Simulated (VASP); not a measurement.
# MgO (P6_3/mmc) in VASP: further runs

The runs below take MgO through single point, with PBE, LDA, PBEsol.

Program: VASP 6.6.1. These are calculated values, not measurements. Logs are shortened: lines on timing, memory, paths and dates and some standing lists are left out, and cuts for length are marked.

## 1. The cell of the first run

It takes space group P6_3/mmc (No. 194, hexagonal). Conventional cell: a = 2.923 Å, b = 2.923 Å, c = 5.092 Å, α = 90.00°, β = 90.00°, γ = 120.00°. Mg (site symmetry -3m) has 6 O at 2.11 Å and 2 Mg at 2.55 Å within 2.8 Å. O (site symmetry -6m2) has 6 Mg at 2.11 Å within 2.8 Å.

## 2. Single point, PBE

INCAR reads:

```
PREC = Accurate
ENCUT = 520
EDIFF = 1E-6
ISMEAR = 0
SIGMA = 0.01
LREAL = False
LASPH = True
NELM = 60
ALGO = Normal
ISIF = 2
LWAVE = False
LCHARG = False
GGA = PE
NBANDS = 16
```

KPOINTS reads:

```
Automatic mesh
0
Gamma
  6 6 4
```

POSCAR reads:

```
MgO
1.0
    2.9230552965      0.0000000000      0.0000000000
   -1.4615276483      2.5314401435      0.0000000000
    0.0000000000      0.0000000000      5.0921016501
Mg O
2 2
Direct
    0.0000000000      0.0000000000      0.0000000000
    0.0000000000      0.0000000000      0.5000000000
    0.3333333333      0.6666666667      0.2500000000
    0.6666666667      0.3333333333      0.7500000000
```

Potentials or basis: VASP PAW PBE potentials, release 64 (Mg, O).

The run is started by

```console
cat potpaw_PBE.64/Mg/POTCAR potpaw_PBE.64/O/POTCAR > POTCAR
mpirun -np 1 vasp_std > vasp.out
```

OUTCAR:

```text
PREC = Accurate
   ENCUT = 520
   EDIFF = 1E-6
   ISMEAR = 0
   LREAL = False
   LASPH = True
   NELM = 60
   ISIF = 2
   GGA = PE

 ion  position               nearest neighbor table
   1  0.000  0.000  0.000-   3 2.11   4 2.11   4 2.11   3 2.11   4 2.11   3 2.11   2 2.55   2 2.55

   2  0.000  0.000  0.500-   3 2.11   4 2.11   4 2.11   3 2.11   4 2.11   3 2.11   1 2.55   1 2.55

   3  0.333  0.667  0.250-   1 2.11   2 2.11   1 2.11   2 2.11   1 2.11   2 2.11
   4  0.667  0.333  0.750-   1 2.11   2 2.11   1 2.11   2 2.11   1 2.11   2 2.11

  LATTYP: Found a hexagonal cell.
 ALAT       =     2.9230552965
 C/A-ratio  =     1.7420476637

  Lattice vectors:

 A1 = (   2.9230552965,   0.0000000000,   0.0000000000)
 A2 = (  -1.4615276483,   2.5314401435,   0.0000000000)
 A3 = (   0.0000000000,   0.0000000000,   5.0921016501)

Analysis of symmetry for initial positions (statically):
=====================================================================
 Subroutine PRICEL returns:
 Original cell was already a primitive cell.

 Routine SETGRP: Setting up the symmetry group for a
 hexagonal supercell.

 Subroutine GETGRP returns: Found 24 space group operations
 (whereof 12 operations were pure point group operations)
 out of a pool of 24 trial point group operations.

The static configuration has the point symmetry D_3d.
 The point group associated with its full space group is D_6h.

Analysis of symmetry for dynamics (positions and initial velocities):
=====================================================================
 Subroutine PRICEL returns:
 Original cell was already a primitive cell.

 Routine SETGRP: Setting up the symmetry group for a
 hexagonal supercell.

 Subroutine GETGRP returns: Found 24 space group operations
 (whereof 12 operations were pure point group operations)
 out of a pool of 24 trial point group operations.

The dynamic configuration has the point symmetry D_3d.
 The point group associated with its full space group is D_6h.

 Subroutine INISYM returns: Found 24 space group operations
 (whereof 12 operations are pure point group operations),
 and found     1 'primitive' translations

----------------------------------------------------------------------------------------

                                     Primitive cell

  volume of cell :      37.6792

  direct lattice vectors                    reciprocal lattice vectors
     2.923055296  0.000000000  0.000000000     0.342107794  0.197516027  0.000000000
    -1.461527648  2.531440143  0.000000000     0.000000000  0.395032054  0.000000000
     0.000000000  0.000000000  5.092101650     0.000000000  0.000000000  0.196382568

  length of vectors
     2.923055296  2.923055297  5.092101650     0.395032054  0.395032054  0.196382568

  position of ions in fractional coordinates (direct lattice)
     0.000000000  0.000000000  0.000000000
     0.000000000  0.000000000  0.500000000
     0.333333333  0.666666667  0.250000000
     0.666666667  0.333333333  0.750000000

  ion indices of the primitive-cell ions
   primitive index   ion index
                 1           1
                 2           2
                 3           3
                 4           4

----------------------------------------------------------------------------------------

 KPOINTS: Automatic mesh

Automatic generation of k-mesh.
 Grid dimensions read from file:
 generate k-points for:    6    6    4

 Generating k-lattice:

  Cartesian coordinates                     Fractional coordinates (reciprocal lattice)
     0.057017966  0.032919338  0.000000000     0.166666667  0.000000000  0.000000000
     0.000000000  0.065838676  0.000000000     0.000000000  0.166666667  0.000000000
     0.000000000  0.000000000  0.049095642     0.000000000  0.000000000  0.250000000

  Length of vectors
     0.065838676  0.065838676  0.049095642

  Shift w.r.t. Gamma in fractional coordinates (k-lattice)
     0.000000000  0.000000000  0.000000000

 Subroutine IBZKPT returns following result:
 ===========================================

 Found     21 irreducible k-points:

 Following reciprocal coordinates:
            Coordinates               Weight
  0.000000  0.000000  0.000000      1.000000
  0.166667  0.000000  0.000000      6.000000
  0.333333  0.000000  0.000000      6.000000
  0.500000 -0.000000  0.000000      3.000000
  0.166667  0.166667  0.000000      6.000000
  0.333333  0.166667  0.000000     12.000000
[... 13 lines left out ...]
  0.333333  0.166667  0.500000     12.000000
  0.333333  0.333333  0.500000      2.000000
   k-points           NKPTS =     21   k-points in BZ     NKDIM =     21   number of bands    NBANDS=     16
   number of dos      NEDOS =    301   number of ions     NIONS =      4
   total plane-waves  NPLWV =  23040
   dimension x,y,z NGX =    24 NGY =   24 NGZ =   40
   dimension x,y,z NGXF=    48 NGYF=   48 NGZF=   80
   ions per type =               2   2
   NGX,Y,Z   is equivalent  to a cutoff of  13.65, 13.65, 13.06 a.u.
   NGXF,Y,Z  is equivalent  to a cutoff of  27.30, 27.30, 26.12 a.u.
 SYSTEM =  unknown system
   PREC   = accura    normal or accurate (medium, high low for compatibility)
   ISTART =      0    job   : 0-new  1-cont  2-samecut
   ICHARG =      2    charge: 1-file 2-atom 10-const
   ISPIN  =      1    spin polarized calculation?
   LNONCOLLINEAR =      F non collinear calculations
   LSORBIT =      F    spin-orbit coupling
   LASPH  =      T    aspherical Exc in radial PAW
   ENCUT  =  520.0 eV  38.22 Ry    6.18 a.u.   5.43  5.43  9.47*2*pi/ulx,y,z
   NELM   =     60;   NELMIN=  2; NELMDL= -5     # of ELM steps
   EDIFF  = 0.1E-05   stopping-criterion for ELM
   LREAL  =      F    real-space projection
   EDIFFG = 0.1E-04   stopping-criterion for IOM
   NSW    =      0    number of steps for IOM
   IBRION =     -1    ionic relax: 0-MD 1-quasi-New 2-CG
   NFREE  =      0    steps in history (QN), initial steepest desc. (CG)
   ISIF   =      2    stress and relaxation
   ISYM   =      2    0-nonsym 1-usesym 2-fastsym
   POTIM  = 0.5000    time-step for ionic-motion
   TEBEG  =    0.0;   TEEND  =   0.0 temperature during run
   PSTRESS=    0.0 pullay stress
   NELECT =      16.0000    total number of electrons
   NUPDOWN=      -1.0000    fix difference up-down
   EMIN   =  10.00;   EMAX   =-10.00  energy-range for DOS
   EFERMI =   0.00;   METHOD = LEGACY
   ISMEAR =     0;   SIGMA  =   0.01  broadening in eV -4-tet -1-fermi 0-gaus
   EFERMI_NEDOS =   21; number of points for ismear=-14 and -15
   IALGO  =     38    algorithm
   IMIX   =      4    mixing-type and parameters
     AMIX     =   0.40;   BMIX     =  1.00
     AMIX_MAG =   1.60;   BMIX_MAG =  1.00
  volume/ion in A,a.u.               =       9.42        63.57
  Fermi-wavevector in a.u.,A,eV,Ry     =   1.230498  2.325304 20.600925  1.514125
  Thomas-Fermi vector in A             =   2.365344
   LORBIT       =      0    0 simple, 1 ext, 2 COOP (PROOUT), +10 PAW based schemes
   GGA     = PE    functional components
   LHFCALC =     F    Hartree Fock is set to
   AEXX    =    0.0000 exact exchange contribution
   IVDW    =     0    specifies the selected vdW correction
   LEPSILON=     F    determine dielectric tensor
   LRPA    =     F    only Hartree local field effects (RPA)
 non-spin polarized calculation
 Gauss-broadening in eV      SIGMA  =   0.01
  energy-cutoff  :      520.00
  volume of cell :       37.68
 maximum number of plane-waves:      1039
 NGX is ok and might be reduce to    24
   NGX = 11   NGY = 11   NGZ = 19

 number of electron      15.9999995 magnetization

 Free energy of the ion-electron system (eV)
  ---------------------------------------------------
  ext. energy  EPLUGINS =         0.00000000
  ---------------------------------------------------
  free energy    TOTEN  =       -23.20353189 eV

  energy without entropy =      -23.20353189  energy(sigma->0) =      -23.20353189

 E-fermi :   3.3760     XC(G=0): -11.0248

 val. band max:        3.2981399159   @ k =   0.0000   0.0000   0.0000
 cond. band min:       7.7518314970   @ k =   0.0000   0.0000   0.0000
 fundamental gap:      4.4536915811
 Fermi energy:         3.3760290175

 k-point     1 :       0.0000    0.0000    0.0000
  band No.  band energies     occupation
      1     -14.0832      2.00000
      2     -12.9794      2.00000
      3      -1.6554      2.00000
      4       2.7777      2.00000
      5       2.7777      2.00000
      6       2.7917      2.00000
[... 8 lines left out ...]
     15      20.5996      0.00000
     16      20.5996      0.00000

 k-point     2 :       0.1667    0.0000    0.0000
  band No.  band energies     occupation
      1     -13.8181      2.00000
      2     -12.8518      2.00000
      3      -1.2529      2.00000
      4       1.7041      2.00000
      5       2.0016      2.00000
      6       2.5836      2.00000
[... 8 lines left out ...]
     15      20.7183      0.00000
     16      20.8655      0.00000

 k-point     3 :       0.3333    0.0000    0.0000
  band No.  band energies     occupation
      1     -13.1976      2.00000
      2     -12.6110      2.00000
      3      -0.2476      2.00000
      4      -0.2255      2.00000
      5       0.4159      2.00000
      6       2.2262      2.00000
[... 8 lines left out ...]
     15      19.8595      0.00000
     16      21.9196      0.00000

 k-point     4 :       0.5000   -0.0000    0.0000
  band No.  band energies     occupation
      1     -12.7637      2.00000
      2     -12.5667      2.00000
      3      -1.1204      2.00000
      4      -0.2375      2.00000
      5       0.6388      2.00000
      6       1.7059      2.00000
[... 8 lines left out ...]
     15      19.4950      0.00000
     16      22.3725      0.00000
[... 267 lines left out ...]
 k-point    19 :       0.1667    0.1667    0.5000
  band No.  band energies     occupation
      1     -13.0336      2.00000
      2     -13.0336      2.00000
      3      -0.1413      2.00000
      4      -0.1413      2.00000
      5       1.7092      2.00000
      6       1.7092      2.00000
[... 8 lines left out ...]
     15      20.0437      0.00000
     16      20.0437      0.00000

 k-point    20 :       0.3333    0.1667    0.5000
  band No.  band energies     occupation
      1     -12.6677      2.00000
      2     -12.6677      2.00000
      3      -0.7163      2.00000
      4      -0.7163      2.00000
      5       1.3159      2.00000
      6       1.3159      2.00000
[... 8 lines left out ...]
     15      19.5683      0.00000
     16      19.5683      0.00000

 k-point    21 :       0.3333    0.3333    0.5000
  band No.  band energies     occupation
      1     -12.5429      2.00000
      2     -12.5429      2.00000
      3      -0.2626      2.00000
      4      -0.2626      2.00000
      5       0.2888      2.00000
      6       0.2888      2.00000
[... 8 lines left out ...]
     15      19.1558      0.00000
     16      19.1558      0.00000

------------------------ aborting loop because EDIFF is reached ----------------------------------------

  FORCE on cell =-STRESS in cart. coord.  units (eV):
  Direction    XX          YY          ZZ          XY          YZ          ZX
  --------------------------------------------------------------------------------------
  -------------------------------------------------------------------------------------
  Total        1.1062088      1.1062088      1.3087613     -0.0000000      0.0000000      0.0000000
  in kB       47.0376854     47.0376854     55.6505254     -0.0000000      0.0000000      0.0000000
  external PRESSURE =      49.9086321 kB  Pullay stress =       0.0000000 kB

 VOLUME and BASIS-vectors are now :
 -----------------------------------------------------------------------------
  energy-cutoff  :      520.00
  volume of cell :       37.68
      direct lattice vectors                 reciprocal lattice vectors
     2.923055296  0.000000000  0.000000000     0.342107794  0.197516027  0.000000000
    -1.461527648  2.531440143  0.000000000     0.000000000  0.395032054  0.000000000
     0.000000000  0.000000000  5.092101650     0.000000000  0.000000000  0.196382568

 POSITION                                       TOTAL-FORCE (eV/Angst)
 -----------------------------------------------------------------------------------
      0.00000      0.00000      0.00000         0.000000      0.000000      0.000000
      0.00000      0.00000      2.54605         0.000000      0.000000      0.000000
     -0.00000      1.68763      1.27303        -0.000000     -0.000000      0.000000
      1.46153      0.84381      3.81908         0.000000      0.000000      0.000000
 -----------------------------------------------------------------------------------
    total drift:                               -0.000000      0.000000     -0.000000

  FREE ENERGIE OF THE ION-ELECTRON SYSTEM (eV)
  ---------------------------------------------------
  free  energy   TOTEN  =       -23.2035318901 eV

  energy  without entropy=      -23.2035318901  energy(sigma->0) =      -23.20353189
```

Wall time 15 s (1 thread of Intel Xeon 8259CL, shared host); peak memory 0.16 GiB.

What came out:

- Free energy: -23.2035 eV
- Pressure: 5.0 GPa
- Band gap on the k mesh: 4.45 eV

Caveat: the cell stands under pressure.

(Part 1 of 2 ends here.)
